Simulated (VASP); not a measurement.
# Ni2GeO: relaxation of cell and atoms with PBE

Crystal: Ni2GeO.

```xyz
4
Lattice="3.3298 0.0000 0.0000 -1.6649 2.8837 0.0000 0.0000 0.0000 4.9684" Properties=species:S:1:pos:R:3 pbc="T T T"
Ni    1.6649    0.9612    3.6531
Ni    1.6649    0.9612    1.3153
Ge    0.0000    1.9225    2.4842
O     0.0000    0.0000    0.0000
```

```
Program                : VASP 6.6.1
Task                   : relaxation of cell and atoms
Functional             : PBE
Potentials or basis    : VASP PAW PBE potentials, release 64 (Ni, Ge_d, O)
Cutoff                 : 600 eV
k mesh                 : 5 × 5 × 3
Occupations            : gaussian, width 0.15 eV
Spin                   : collinear spin, ferromagnetic start
Starting moments       : [2.0, 2.0, 0.0, 0.0] μB
Dipole correction      : no
Further INCAR settings : ALGO = Normal; EDIFF = 1e-07; IBRION = 2; EDIFFG = -0.08; NSW = 36; ISIF = 3
```

```yaml
Relaxed_volume: 11.33 Å³/atom
Relaxed_cell: a = 2.971 Å, b = 2.971 Å, c = 5.926 Å, α = 90.00°, β = 90.00°, γ = 120.00°
Space_group_after_relaxing_to_0.05_Å: P-6m2 (No. 187)
Energy_gained_by_relaxing: 167.0 meV/atom
Ionic_steps: 12
Pressure_after_relaxing: -0.3 GPa
Largest_force_after_relaxing: 0.054 eV/Å
Band_gap_on_the_k_mesh: zero (filled and empty bands overlap)
Net_moment: 0.00 μB per cell
Valence_electrons_inside_the_program's_atomic_spheres: Ni 9.22; Ge 12.47; O 4.90
```

Forces on the atoms (eV/Å):
```
Ni   0.000  0.000  0.054
Ni   0.000  0.000 -0.054
Ge   0.000  0.000  0.000
O    0.000  0.000  0.000
```

Stress tensor (GPa, compression positive):
```
 0.08  0.00  0.00
 0.00  0.08  0.00
 0.00  0.00 -0.94
```

The path:
```csv
step,energy change (eV),largest force (eV/Å),pressure (GPa),volume (Å³)
1,0.0000,2.8744,6.23,47.71
2,-0.2782,0.1468,-9.31,50.96
3,-0.3091,0.2611,-6.27,50.00
4,-0.4127,0.1589,0.29,47.29
5,-0.4211,0.1202,3.26,46.31
6,-0.4953,0.0285,2.37,46.15
7,-0.6161,0.8819,1.41,45.29
8,-0.6412,0.1832,-3.30,45.92
9,-0.6536,0.4068,-1.71,45.70
10,-0.6653,0.0465,1.69,44.76
11,-0.6660,0.1201,1.05,44.93
12,-0.6680,0.0539,-0.26,45.31
```

Final structure:
```
Ni Ge O
1.0
     2.97116    0.00000    0.00000
    -1.48558    2.57310    0.00000
     0.00000    0.00000    5.92602
Ni Ge O
2 1 1
Cartesian
  1.4856 0.8577 4.6253
  1.4856 0.8577 1.3008
  0.0000 1.7154 2.9630
  2.9712 0.0000 5.9260
```

Levels at points of the mesh, in eV from the Fermi level:
Spin up:
```tsv
k point	band 16	band 17	band 18	band 19	band 20	band 21	band 22	band 23	band 24	band 25
(0.00, 0.00, 0.00)	-1.64	-1.21	-1.21	-0.86	-0.13	-0.13	2.39	7.96	7.96	11.43
```
Spin down:
| k point | band 16 | band 17 | band 18 | band 19 | band 20 | band 21 | band 22 | band 23 | band 24 | band 25 |
| --- | --- | --- | --- | --- | --- | --- | --- | --- | --- | --- |
| (0.00, 0.00, 0.00) | -1.64 | -1.21 | -1.21 | -0.86 | -0.13 | -0.13 | 2.39 | 7.96 | 7.96 | 11.43 |

Wall time 2.9 min on 1 thread of Intel(R) Xeon(R) 6975P-C (Granite Rapids), on a shared host, peak memory 0.22 GiB.

Caveat: the k points lie up to 0.49 Å⁻¹ apart in the final cell; the starting moments collapsed, and a magnetic state may lie lower; the relaxation stopped at a loose force limit of 0.08 eV/Å, so its end isn't a converged minimum. With open d or f shells a metallic result of PBE can be an artefact of self-interaction; +U or a hybrid may open a gap.
